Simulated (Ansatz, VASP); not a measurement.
# B in VASP and in Ansatz

```
B
1.0
    -1.55222    2.63338    2.25127
     1.55222   -2.63338    2.25127
     1.55222    2.63338   -2.25127
B
4
Cartesian
  1.5522 1.5545 -1.1323
  0.0000 1.0789 1.1190
  1.5522 0.9356 0.5412
  0.0000 1.6978 2.7925
```

Alike in both runs: task relaxation of cell and atoms; functional PBE; k mesh 18 × 18 × 18; occupations gaussian, width 0.1 eV; no spin polarisation.

```csv
,VASP,Ansatz
version,VASP 6.6.1,Ansatz 0.2.0
potentials or method,"VASP PAW PBE potentials, release 64 (B), cutoff 600 eV","scalar-relativistic, plane waves, PAW"
valence electrons in the cell,12,12
```

```tsv
	VASP	Ansatz	Ansatz less VASP
gap on the k mesh at the Fermi level, each at its own relaxed structure (eV)	none	none	-
relaxed volume (Å³/atom)	9.03	9.04	+0.009
relaxed cell length with the largest relative difference (Å)	3.758	3.760	+0.0014
```

A gap of «none» marks a metal or a gap that the smearing closes.
